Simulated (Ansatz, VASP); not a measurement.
BaO3: VASP beside Ansatz

```
Ba O
1.0
     0.00000    3.17215    3.17215
     3.17215    0.00000    3.17215
     3.17215    3.17215    0.00000
Ba O
1 3
Cartesian
  3.1722 3.1722 3.1722
  1.5861 1.5861 1.5861
  4.7582 4.7582 4.7582
  0.0000 0.0000 0.0000
```

Alike in both runs: task single point; functional PBE; k mesh 6 × 6 × 6; occupations gaussian, width 0.1 eV; no spin polarisation.

```csv
,VASP,Ansatz
version,VASP 6.6.1,Ansatz 0.2.0
potentials or method,"VASP PAW PBE potentials, release 64 (Ba_sv, O), cutoff 600 eV","scalar-relativistic, plane waves, PAW"
valence electrons in the cell,28,28
```

|  | VASP | Ansatz | Ansatz less VASP |
| --- | --- | --- | --- |
| gap on the k mesh at the Fermi level (eV) | none | none | - |
| pressure (GPa) | -3.7 | -4.7 | -0.99 |

A gap of «none» marks a metal or a gap that the smearing closes. The functional is the same, so the differences come from potentials, cutoffs and numerics.

Neither program's run includes spin-orbit coupling.
